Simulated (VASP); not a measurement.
# BN (Fm-3m) in VASP: single point with r2SCAN

Aim: the single point of BN with r2SCAN.

All numbers are computed with VASP 6.6.1; they aren't measurements. Logs are shortened: lines on timing, memory, paths and dates and some standing lists are left out, and cuts for length are marked.

### Step 1. The cell of the first run

The structure is cubic, space group Fm-3m (No. 225). The conventional cell has a = 3.778 Å, b = 3.778 Å, c = 3.778 Å, α = 90.00°, β = 90.00°, γ = 90.00°. B (site symmetry m-3m) has 6 N at 1.89 Å within 2.5 Å. N (site symmetry m-3m) has 6 B at 1.89 Å within 2.5 Å.

### Step 2. Single point, r2SCAN (Ga replaced by B, lengths x 0.882, strained)

POSCAR

```
BN
1.0
    0.0000000000      1.8891281679      1.8891281679
    1.8891281679      0.0000000000      1.8891281679
    1.8891281679      1.8891281679      0.0000000000
B N
1 1
Direct
    0.0000000000      0.0000000000      0.0000000000
    0.5000000000      0.5000000000      0.5000000000
```

INCAR.step1

```
PREC = Accurate
ENCUT = 520
ISMEAR = 0
SIGMA = 0.1
LREAL = F
LASPH = T
NELM = 100
NBANDS = 11
GGA = PE
ALGO = Normal
EDIFF = 1E-4
LWAVE = T
LCHARG = F
```

INCAR.step2

```
PREC = Accurate
ENCUT = 520
EDIFF = 1E-6
ISMEAR = 0
SIGMA = 0.1
LREAL = F
LASPH = T
NELM = 100
ALGO = Normal
ISIF = 2
LWAVE = F
LCHARG = F
METAGGA = R2SCAN
LMIXTAU = T
NBANDS = 11
ISTART = 1
```

KPOINTS

```
regular mesh
0
Gamma
  20 20 20
```

Potentials or basis: VASP PAW PBE potentials, release 64 (B, N).

The run is started by

```
cat potpaw_PBE.64/B/POTCAR potpaw_PBE.64/N/POTCAR > POTCAR
cp INCAR.step1 INCAR
mpirun -np 1 vasp_std > vasp.out
cp INCAR.step2 INCAR
mpirun -np 1 vasp_std > vasp.out
```

OUTCAR:

```text
PREC = Accurate
   ENCUT = 520
   EDIFF = 1E-6
   ISMEAR = 0
   LREAL = F
   LASPH = T
   NELM = 100
   ISIF = 2
   METAGGA = R2SCAN
   ISTART = 1

 ion  position               nearest neighbor table
   1  0.000  0.000  0.000-   2 1.89   2 1.89   2 1.89   2 1.89   2 1.89   2 1.89
   2  0.500  0.500  0.500-   1 1.89   1 1.89   1 1.89   1 1.89   1 1.89   1 1.89

  LATTYP: Found a face centered cubic cell.
 ALAT       =     3.7782563358

  Lattice vectors:

 A1 = (   0.0000000000,   1.8891281679,   1.8891281679)
 A2 = (   1.8891281679,   0.0000000000,   1.8891281679)
 A3 = (   1.8891281679,   1.8891281679,   0.0000000000)

Analysis of symmetry for initial positions (statically):
=====================================================================
 Subroutine PRICEL returns:
 Original cell was already a primitive cell.

 Routine SETGRP: Setting up the symmetry group for a
 face centered cubic supercell.

 Subroutine GETGRP returns: Found 48 space group operations
 (whereof 48 operations were pure point group operations)
 out of a pool of 48 trial point group operations.

The static configuration has the point symmetry O_h .

Analysis of symmetry for dynamics (positions and initial velocities):
=====================================================================
 Subroutine PRICEL returns:
 Original cell was already a primitive cell.

 Routine SETGRP: Setting up the symmetry group for a
 face centered cubic supercell.

 Subroutine GETGRP returns: Found 48 space group operations
 (whereof 48 operations were pure point group operations)
 out of a pool of 48 trial point group operations.

The dynamic configuration has the point symmetry O_h .

 Subroutine INISYM returns: Found 48 space group operations
 (whereof 48 operations are pure point group operations),
 and found     1 'primitive' translations

----------------------------------------------------------------------------------------

                                     Primitive cell

  volume of cell :      13.4839

  direct lattice vectors                    reciprocal lattice vectors
     0.000000000  1.889128168  1.889128168    -0.264672354  0.264672354  0.264672354
     1.889128168  0.000000000  1.889128168     0.264672354 -0.264672354  0.264672354
     1.889128168  1.889128168  0.000000000     0.264672354  0.264672354 -0.264672354

  length of vectors
     2.671630676  2.671630676  2.671630676     0.458425965  0.458425965  0.458425965

[... 88 lines left out ...]
   POTIM  = 0.5000    time-step for ionic-motion
   TEBEG  =    0.0;   TEEND  =   0.0 temperature during run
   PSTRESS=    0.0 pullay stress
   NELECT =       8.0000    total number of electrons
   NUPDOWN=      -1.0000    fix difference up-down
   EMIN   =  10.00;   EMAX   =-10.00  energy-range for DOS
   EFERMI =   0.00;   METHOD = LEGACY
   ISMEAR =     0;   SIGMA  =   0.10  broadening in eV -4-tet -1-fermi 0-gaus
   EFERMI_NEDOS =   21; number of points for ismear=-14 and -15
   IALGO  =     38    algorithm
   IMIX   =      4    mixing-type and parameters
     AMIX     =   0.40;   BMIX     =  1.00
     AMIX_MAG =   1.60;   BMIX_MAG =  1.00
  volume/ion in A,a.u.               =       6.74        45.50
  Fermi-wavevector in a.u.,A,eV,Ry     =   1.375625  2.599554 25.746906  1.892344
  Thomas-Fermi vector in A             =   2.500944
   LORBIT       =      0    0 simple, 1 ext, 2 COOP (PROOUT), +10 PAW based schemes
   METAGGA = R2SCAN    functional components
   LHFCALC =     F    Hartree Fock is set to
   AEXX    =    0.0000 exact exchange contribution
   IVDW    =     0    specifies the selected vdW correction
   LEPSILON=     F    determine dielectric tensor
   LRPA    =     F    only Hartree local field effects (RPA)
 non-spin polarized calculation
 Gauss-broadening in eV      SIGMA  =   0.10
  energy-cutoff  :      520.00
  volume of cell :       13.48
 maximum number of plane-waves:       380
   NGX =  9   NGY =  9   NGZ =  9

 number of electron       8.0000000 magnetization

 Free energy of the ion-electron system (eV)
  ---------------------------------------------------
  ext. energy  EPLUGINS =         0.00000000
  ---------------------------------------------------
  free energy    TOTEN  =       -14.80587067 eV

  energy without entropy =      -14.80521279  energy(sigma->0) =      -14.80554173

 E-fermi :   7.2114     XC(G=0): -13.4399

 val. band max:        7.1984690399   @ k =  -0.1500   0.1500   0.0000
 cond. band min:       7.2292319558   @ k =  -0.2000   0.1500   0.0000
 fundamental gap:      0.0307629158
 Fermi energy:         7.2114048944

 k-point     1 :       0.0000    0.0000    0.0000
  band No.  band energies     occupation
      1     -13.4054      2.00000
      2       6.4464      2.00000
      3       6.4464      2.00000
      4       6.4464      2.00000
      5      12.4696      0.00000
      6      18.0335      0.00000
      7      18.0335      0.00000
      8      18.0335      0.00000
      9      25.4138      0.00000
     10      25.4138      0.00000
     11      25.4138      0.00000
[... 309 lines left out ...]
 k-point    24 :      -0.3500    0.0500    0.0000
  band No.  band energies     occupation
      1     -10.3554      2.00000
      2      -1.8034      2.00000
      3       5.9151      2.00000
      4       6.8883      2.00000
      5      12.7934      0.00000
      6      13.2258      0.00000
      7      13.8881      0.00000
      8      17.9386      0.00000
      9      26.6940      0.00000
     10      31.8073      0.00000
     11      33.5527      0.00000

 [... further k-points ...]

------------------------ aborting loop because EDIFF is reached ----------------------------------------

  FORCE on cell =-STRESS in cart. coord.  units (eV):
  Direction    XX          YY          ZZ          XY          YZ          ZX
  --------------------------------------------------------------------------------------
  -------------------------------------------------------------------------------------
  Total       -4.9074905     -4.9074905     -4.9074905     -0.0000000     -0.0000000      0.0000000
  in kB     -583.1171128   -583.1171128   -583.1171128     -0.0000000     -0.0000000      0.0000000
  external PRESSURE =    -583.1171128 kB  Pullay stress =       0.0000000 kB

 VOLUME and BASIS-vectors are now :
 -----------------------------------------------------------------------------
  energy-cutoff  :      520.00
  volume of cell :       13.48
      direct lattice vectors                 reciprocal lattice vectors
     0.000000000  1.889128168  1.889128168    -0.264672354  0.264672354  0.264672354
     1.889128168  0.000000000  1.889128168     0.264672354 -0.264672354  0.264672354
     1.889128168  1.889128168  0.000000000     0.264672354  0.264672354 -0.264672354

 POSITION                                       TOTAL-FORCE (eV/Angst)
 -----------------------------------------------------------------------------------
      0.00000      0.00000      0.00000        -0.000000     -0.000000     -0.000000
      1.88913      1.88913      1.88913         0.000000      0.000000      0.000000
 -----------------------------------------------------------------------------------
    total drift:                                0.000000      0.000000      0.000000

  FREE ENERGIE OF THE ION-ELECTRON SYSTEM (eV)
  ---------------------------------------------------
  free  energy   TOTEN  =       -14.8058706748 eV

  energy  without entropy=      -14.8052127933  energy(sigma->0) =      -14.80554173
```

It took 2.4 min on 1 thread of Intel Xeon 8259CL, shared host; peak memory 0.15 GiB.

What came out:

- Free energy: -14.8059 eV
- Pressure: -58.3 GPa
- Band gap on the k mesh: zero (band 4 reaches 7.23 eV, above the bottom of band 5 at 6.92 eV)

Levels at points of the mesh, in eV from the Fermi level:
```csv
k point,band 2,band 3,band 4,band 5,band 6,band 7
"(0.00, 0.00, 0.00)",-0.77,-0.77,-0.77,5.26,10.82,10.82
"(0.50, 0.00, 0.00)",-10.98,-0.49,-0.49,5.16,5.16,5.86
"(0.50, 0.50, 0.00)",-9.73,-4.63,-4.63,-0.29,9.86,12.78
```

Caveat: the cell differs from its parent crystal (Ga replaced by B, lengths x 0.882, strained); the PAW data sets were made with another functional, which shifts forces and pressure a little.
